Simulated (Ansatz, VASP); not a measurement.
# One calculation of HfZrSe3, two programs

```
Zr Hf Se
1.0
     5.73838    0.00000    0.00000
    -2.86919    4.96959    0.00000
     0.00000    0.00000    5.20831
Zr Hf Se
1 1 3
Direct
  0.00000 0.00000 0.00000
  0.00000 0.00000 0.50000
  0.50000 0.00000 0.00000
  0.00000 0.50000 0.00000
  0.50000 0.50000 0.00000
```

Alike in both runs: functional PBE; k mesh 3 × 3 × 2; occupations gaussian, width 0.15 eV; no spin polarisation.

Ansatz relaxed the structure, and its values are those at the end. VASP's run is a single point on that final structure, the one shown.

|  | VASP | Ansatz |
| --- | --- | --- |
| version | VASP 6.6.1 | Ansatz 0.2.0 |
| potentials or method | VASP PAW PBE potentials, release 64 (Zr_sv, Hf_pv, Se), cutoff 500 eV | scalar-relativistic, plane waves, PAW |
| valence electrons in the cell | 40 | 86 |

```tsv
	VASP	Ansatz	Ansatz less VASP
gap on the k mesh at the Fermi level (eV)	none	none	-
pressure (GPa)	0.1	0.1	+0.04
```

A gap of «none» marks a metal or a gap that the smearing closes. VASP's potentials hold 40 valence electrons a cell and Ansatz's 86, so a difference there can come from the potentials and not from the codes.

The k mesh is coarse, so the values compare programs but aren't converged. Spin-orbit coupling is off throughout.
